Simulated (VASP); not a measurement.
Set up this calculation in VASP 6.6.1, as the native input.

- Task: single point
- Functional: PBEsol
- Potentials or basis: VASP PAW PBE potentials, release 64 (Ga_d, P)
- Cutoff: 520 eV
- k mesh: 10 × 10 × 10
- Occupations: gaussian, width 0.05 eV
- Spin: no spin polarisation
- Dipole correction: no
- Further INCAR settings: ALGO = Normal; EDIFF = 1e-06; NBANDS = 16

The structure of GaP lies in POSCAR:

```
GaP
1.0
    0.0000000000      2.7260397164      2.7260397164
    2.7260397164      0.0000000000      2.7260397164
    2.7260397164      2.7260397164      0.0000000000
Ga P
1 1
Direct
    0.0000000000      0.0000000000      0.0000000000
    0.7500000000      0.7500000000      0.7500000000
```

These files were run (other wordings do the same):

INCAR

```
PREC = Accurate
ENCUT = 520
EDIFF = 1E-6
ISMEAR = 0
SIGMA = 0.05
LREAL = False
LASPH = True
NELM = 80
ALGO = Normal
ISIF = 2
LWAVE = False
LCHARG = False
GGA = PS
NBANDS = 16
```

KPOINTS

```
regular mesh
0
Gamma
  10 10 10
```

Potentials or basis: VASP PAW PBE potentials, release 64 (Ga_d, P).

Command:

```sh
$ cat potpaw_PBE.64/Ga_d/POTCAR potpaw_PBE.64/P/POTCAR > POTCAR
$ mpirun -np 1 vasp_std > vasp.out
```

It gave:

- Pressure: -0.7 GPa
- Band gap on the k mesh: 1.48 eV (least direct gap 1.74 eV)

Caveat: the PAW data sets were made with another functional, which shifts forces and pressure a little.

Run time: 17 s on 1 thread of AMD EPYC 9R45 96-Core Processor (Zen 5), on a shared host, peak memory 0.15 GiB.
